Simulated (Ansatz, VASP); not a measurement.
## One calculation of Sb, two programs

```
Sb
1.0
     3.34881    0.00000    0.00000
     0.00000    3.55815    0.00000
     0.00000    0.00000    4.76669
Sb
2
Cartesian
  1.6744 0.0000 4.6384
  0.0000 1.7791 0.1283
```

Alike in both runs: task relaxation of cell and atoms; functional PBE; k mesh 6 × 6 × 4; occupations gaussian, width 0.1 eV; no spin polarisation.

|  | VASP | Ansatz |
| --- | --- | --- |
| version | VASP 6.6.1 | Ansatz 0.2.0 |
| potentials or method | VASP PAW PBE potentials, release 64 (Sb_d_GW), cutoff 500 eV | scalar-relativistic, plane waves, PAW |
| valence electrons in the cell | 30 | 30 |

Ansatz gave:

| Property | Result |
| --- | --- |
| gap on the k mesh at the Fermi level, each at its own relaxed structure (eV) | none |
| relaxed volume (Å³/atom) | 30.09 |
| relaxed length of the cell vector where the two differ most in proportion (Å) | 4.280 |

Which values does VASP return?

gap on the k mesh at the Fermi level, each at its own relaxed structure (eV): none; relaxed volume (Å³/atom): 29.59; relaxed length of the cell vector where the two differ most in proportion (Å): 4.204.

A gap of «none» marks a metal or a gap that the smearing closes.

Neither program's run includes spin-orbit coupling.
